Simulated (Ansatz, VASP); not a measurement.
**Two plane-wave programs on CdSe4**

```
Cd Se
1.0
     3.77874    0.00000    0.00000
     0.00000    7.60031    0.00000
     0.00000    0.00000    5.59131
Cd Se
1 4
Cartesian
  1.8894 0.0000 3.0463
  0.0000 6.5499 1.1974
  0.0000 1.0504 1.1974
  0.0000 2.0909 2.7854
  0.0000 5.5094 2.7854
```

Alike in both runs: task relaxation of cell and atoms; functional PBE; k mesh 4 × 2 × 3; occupations gaussian, width 0.2 eV; no spin polarisation.

```csv
,VASP,Ansatz
version,VASP 6.6.1,Ansatz 0.2.0
potentials or method,"VASP PAW PBE potentials, release 64 (Cd, Se), cutoff 600 eV","scalar-relativistic, plane waves, PAW"
valence electrons in the cell,36,84
```

Ansatz gave:

- gap on the k mesh at the Fermi level, each at its own relaxed structure (eV): none
- relaxed volume (Å³/atom): 36.89
- relaxed length of the cell vector where the two differ most in proportion (Å): 5.717

Q: Which values does VASP return?

A: gap on the k mesh at the Fermi level, each at its own relaxed structure (eV): none; relaxed volume (Å³/atom): 36.94; relaxed length of the cell vector where the two differ most in proportion (Å): 5.415.

A gap of «none» marks a metal or a gap that the smearing closes. One of these differences is far larger than is usual between the two programs; its cause wasn't traced. VASP's potentials hold 36 valence electrons a cell and Ansatz's 84, so a difference there can come from the potentials and not from the codes.

The k mesh is coarse, so the values compare programs but aren't converged. Noted on VASP's run: the volume moved by over 15 % at a fixed basis, so the end points are rough.
